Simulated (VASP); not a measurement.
# Ti (I4/mmm) in VASP: further runs, part 2 of 2

VASP 6.6.1. Earlier steps stand in the parts before.

### Step 4. Single point, r2SCAN

This run uses another cell than the first one, of the same volume but with other edges.

Input file POSCAR:

```
Ti
1.0
    0.0000000000      2.0872129571      1.9202359205
    2.0872129571      0.0000000000      1.9202359205
    2.0872129571      2.0872129571      0.0000000000
Ti
1
Direct
    0.0000000000      0.0000000000      0.0000000000
```

Input file INCAR.step1:

```
PREC     = Accurate       # precision mode
ENCUT    = 520            # plane-wave cutoff, eV
ISMEAR   = 0              # smearing method
SIGMA    = 0.15           # smearing width, eV
LREAL    = False          # projectors in reciprocal space
LASPH    = True           # aspherical terms in the spheres
NELM     = 60             # most SCF steps
NBANDS   = 12             # bands
GGA      = PE             # functional
ALGO     = Normal         # electronic algorithm
EDIFF    = 1E-4           # SCF threshold, eV
LWAVE    = True           # write WAVECAR
LCHARG   = False          # write CHGCAR
```

Input file INCAR.step2:

```
PREC     = Accurate       # precision mode
ENCUT    = 520            # plane-wave cutoff, eV
EDIFF    = 1E-6           # SCF threshold, eV
ISMEAR   = 0              # smearing method
SIGMA    = 0.15           # smearing width, eV
LREAL    = False          # projectors in reciprocal space
LASPH    = True           # aspherical terms in the spheres
NELM     = 60             # most SCF steps
ALGO     = Normal         # electronic algorithm
ISIF     = 2              # what is computed and relaxed
LWAVE    = False          # write WAVECAR
LCHARG   = False          # write CHGCAR
METAGGA  = R2SCAN         # meta-GGA
LMIXTAU  = True         
NBANDS   = 12             # bands
ISTART   = 1
```

Input file KPOINTS:

```
regular mesh
0
Gamma
  22 22 22
```

Potentials or basis: VASP PAW PBE potentials, release 64 (Ti_sv).

Run with:

```console
$ cat potpaw_PBE.64/Ti_sv/POTCAR > POTCAR
$ cp INCAR.step1 INCAR
$ mpirun -np 1 vasp_std > vasp.out
$ cp INCAR.step2 INCAR
$ mpirun -np 1 vasp_std > vasp.out
```

OUTCAR:

```text
PREC = Accurate
   ENCUT = 520
   EDIFF = 1E-6
   ISMEAR = 0
   LREAL = False
   LASPH = True
   NELM = 60
   ISIF = 2
   METAGGA = R2SCAN
   ISTART = 1

 ion  position               nearest neighbor table
   1  0.000  0.000  0.000-

  LATTYP: Found a body centered tetragonal cell.
 ALAT       =     2.9517648715
 C/A-ratio  =     1.3010764774

  Lattice vectors:

 A1 = (   0.0000000000,  -2.0872129571,  -1.9202359205)
 A2 = (   0.0000000000,   2.0872129571,  -1.9202359205)
 A3 = (   2.0872129571,   0.0000000000,   1.9202359205)

[... 539 lines left out ...]

 [... further k-points ...]

------------------------ aborting loop because EDIFF is reached ----------------------------------------

  FORCE on cell =-STRESS in cart. coord.  units (eV):
  Direction    XX          YY          ZZ          XY          YZ          ZX
  --------------------------------------------------------------------------------------
  -------------------------------------------------------------------------------------
  Total        0.4047771      0.4047771      0.6753252      0.0000000     -0.0000000      0.0000000
  in kB       38.7622033     38.7622033     64.6703799      0.0000000     -0.0000000      0.0000000
  external PRESSURE =      47.3982621 kB  Pullay stress =       0.0000000 kB

 VOLUME and BASIS-vectors are now :
 -----------------------------------------------------------------------------
  energy-cutoff  :      520.00
  volume of cell :       16.73
      direct lattice vectors                 reciprocal lattice vectors
     0.000000000  2.087212957  1.920235920    -0.239553898  0.239553898  0.260384672
     2.087212957  0.000000000  1.920235920     0.239553898 -0.239553898  0.260384672
     2.087212957  2.087212957  0.000000000     0.239553898  0.239553898 -0.260384672

 POSITION                                       TOTAL-FORCE (eV/Angst)
 -----------------------------------------------------------------------------------
      0.00000      0.00000      0.00000        -0.000000      0.000000      0.000000
 -----------------------------------------------------------------------------------
    total drift:                                0.000000     -0.000000     -0.000000

  FREE ENERGIE OF THE ION-ELECTRON SYSTEM (eV)
  ---------------------------------------------------
  free  energy   TOTEN  =       -12.8699832415 eV

  energy  without entropy=      -12.8513152956  energy(sigma->0) =      -12.86064927
```

OUTCAR.step1:

```text
PREC = Accurate
   ENCUT = 520
   ISMEAR = 0
   LREAL = False
   LASPH = True
   NELM = 60
[... 576 lines left out ...]

 POSITION                                       TOTAL-FORCE (eV/Angst)
 -----------------------------------------------------------------------------------
      0.00000      0.00000      0.00000         0.000000      0.000000      0.000000
 -----------------------------------------------------------------------------------
    total drift:                                0.000000      0.000000      0.000000

  FREE ENERGIE OF THE ION-ELECTRON SYSTEM (eV)
  ---------------------------------------------------
  free  energy   TOTEN  =        -7.7715876195 eV

  energy  without entropy=       -7.7508473166  energy(sigma->0) =       -7.76121747
```

Run time: 7.8 min. Hardware: 1 thread of Intel Xeon Platinum 8175M at 2.50GHz (Skylake/Cascade Lake), shared host; peak memory 0.28 GiB.

What came out:

```yaml
Free_energy: -12.8700 eV
Pressure: 4.7 GPa
Band_gap_on_the_k_mesh: zero (band 6 reaches 9.65 eV, above the bottom of band 7 at 8.04 eV)
```

Levels at points of the mesh, in eV from the Fermi level:
```tsv
k point	band 3	band 4	band 5	band 6	band 7	band 8	band 9	band 10
(0.00, 0.00, 0.00)	-33.72	-33.72	-6.53	0.87	0.87	1.49	2.52	3.24
(0.50, 0.00, 0.00)	-33.86	-33.78	-2.78	0.57	0.59	1.38	3.83	4.19
(0.50, 0.50, 0.00)	-34.06	-34.06	-2.77	-2.05	4.06	4.23	4.28	4.28
(0.50, 0.00, 0.50)	-34.01	-33.91	-2.78	-1.72	2.45	4.00	4.01	4.47
```

Caveat: the PAW data sets were made with another functional, which shifts forces and pressure a little.

### Step 5. Single point, r2SCAN

This run uses another cell than the first one, of the same volume but with other edges.

Input file POSCAR:

```
Ti
1.0
    0.0000000000      1.9665204915      2.1631725406
    1.9665204915      0.0000000000      2.1631725406
    1.9665204915      1.9665204915      0.0000000000
Ti
1
Direct
    0.0000000000      0.0000000000      0.0000000000
```

Input file INCAR.step1:

```
SYSTEM = Ti
  PREC = Accurate
  ENCUT = 520
  ISMEAR = 0
  SIGMA = 0.15
  LREAL = .False.
  LASPH = .True.
  NELM = 100
  NBANDS = 12
  GGA = PE
  ALGO = Normal
  EDIFF = 1E-4
  LWAVE = .True.
  LCHARG = .False.
```

Input file INCAR.step2:

```
SYSTEM = Ti
  PREC = Accurate
  ENCUT = 520
  EDIFF = 1E-6
  ISMEAR = 0
  SIGMA = 0.15
  LREAL = .False.
  LASPH = .True.
  NELM = 100
  ALGO = Normal
  ISIF = 2
  LWAVE = .False.
  LCHARG = .False.
  METAGGA = R2SCAN
  LMIXTAU = .True.
  NBANDS = 12
  ISTART = 1
```

Input file KPOINTS:

```
Automatic mesh
0
Gamma
  22 22 22
  0 0 0
```

Run with:

```console
$ cat potpaw_PBE.64/Ti_sv/POTCAR > POTCAR
$ cp INCAR.step1 INCAR
$ mpirun -np 1 vasp_std > vasp.out
$ cp INCAR.step2 INCAR
$ mpirun -np 1 vasp_std > vasp.out
```

Wall time 7.3 min (1 thread of Intel Xeon Platinum 8175M at 2.50GHz (Skylake/Cascade Lake), shared host); peak memory 0.27 GiB.

The run converged. Its results:

```
Free energy            : -12.8682 eV
Pressure               : 4.6 GPa
Band gap on the k mesh : zero (band 6 reaches 9.39 eV, above the bottom of band 7 at 7.97 eV)
```

Stress tensor (GPa, compression positive):
```
5.48 0.00 0.00
0.00 5.48 0.00
0.00 0.00 2.71
```

Levels at points of the mesh, in eV from the Fermi level:
```csv
k point,band 4,band 5,band 6,band 7,band 8,band 9
"(0.00, 0.00, 0.00)",-33.71,-6.52,0.54,1.37,1.37,2.39
"(0.50, 0.00, 0.00)",-33.76,-2.77,0.56,0.61,1.40,3.85
"(0.50, 0.50, 0.00)",-33.91,-2.77,-1.68,1.79,4.13,4.25
"(0.50, 0.00, 0.50)",-33.94,-2.78,-1.88,3.71,3.93,3.99
```

Caveat: the PAW data sets were made with another functional, which shifts forces and pressure a little.

### Step 6. Summary

```csv
cell,gap on the mesh (eV),pressure (GPa)
"a = 2.797, b = 2.797, c = 3.119 Å, angles 56.1, 56.1, 67.8°, 1 atom",none,4.1
"a = 3.051, b = 3.051, c = 2.630 Å, angles 64.5, 64.5, 51.1°, 1 atom",none,2.8
"a = 2.836, b = 2.836, c = 2.952 Å, angles 58.6, 58.6, 62.7°, 1 atom",none,4.7
"a = 2.923, b = 2.923, c = 2.781 Å, angles 61.6, 61.6, 56.8°, 1 atom",none,4.6
```

Alike in all rows: task single point; level r2SCAN; potentials or basis VASP PAW PBE potentials, release 64 (Ti_sv); no spin polarisation; k mesh 22 × 22 × 22; cutoff (eV) 520; smearing gaussian 0.15 eV.

Caveats: the PAW data sets were made with another functional, which shifts forces and pressure a little.

Total energies depend on the potentials used, so only differences within one code and one set of settings carry meaning.
